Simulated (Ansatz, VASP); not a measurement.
**Two plane-wave programs on HPt6**

```
CELL_PARAMETERS angstrom
5.61433 0.00000 0.00000
0.00000 5.61433 0.00000
0.00000 0.00000 21.85138
ATOMIC_POSITIONS crystal
Pt 0.25000 0.25000 0.18305
Pt 0.25000 0.75000 0.18305
Pt 0.75000 0.25000 0.18305
Pt 0.75000 0.75000 0.18305
Pt 0.00000 0.00000 0.27121
Pt 0.00000 0.50000 0.27121
Pt 0.50000 0.00000 0.27121
Pt 0.50000 0.50000 0.27121
Pt 0.25000 0.25000 0.35931
Pt 0.25000 0.75000 0.35931
Pt 0.75000 0.25000 0.35931
Pt 0.75000 0.75000 0.35931
H 0.93321 0.00000 0.45312
H 0.06679 0.00000 0.45312
```

Alike in both runs: task single point; functional PBE; k mesh 5 × 5 × 1; occupations gaussian, width 0.1 eV; no spin polarisation.

|  | VASP | Ansatz |
| --- | --- | --- |
| version | VASP 6.6.1 | Ansatz 0.2.0 |
| potentials or method | VASP PAW PBE potentials, release 64 (Pt, H), cutoff 520 eV | scalar-relativistic, plane waves, PAW |
| valence electrons in the cell | 122 | 218 |

Ansatz gave:

| Quantity | Value |
| --- | --- |
| gap on the k mesh at the Fermi level (eV) | none |
| rms of the force components (eV/Å) | 0.140 |

Task: Estimate VASP's values.

Result: gap on the k mesh at the Fermi level (eV): none; rms of the force components (eV/Å): 0.135.

Atom by atom the forces differ by 0.010 eV/Å (rms over components). A gap of «none» marks a metal or a gap that the smearing closes. With one functional, cell and mesh, what is left measures potentials, basis and numerics. VASP's potentials hold 122 valence electrons a cell and Ansatz's 218, so a difference there can come from the potentials and not from the codes.

Neither program's run includes spin-orbit coupling.
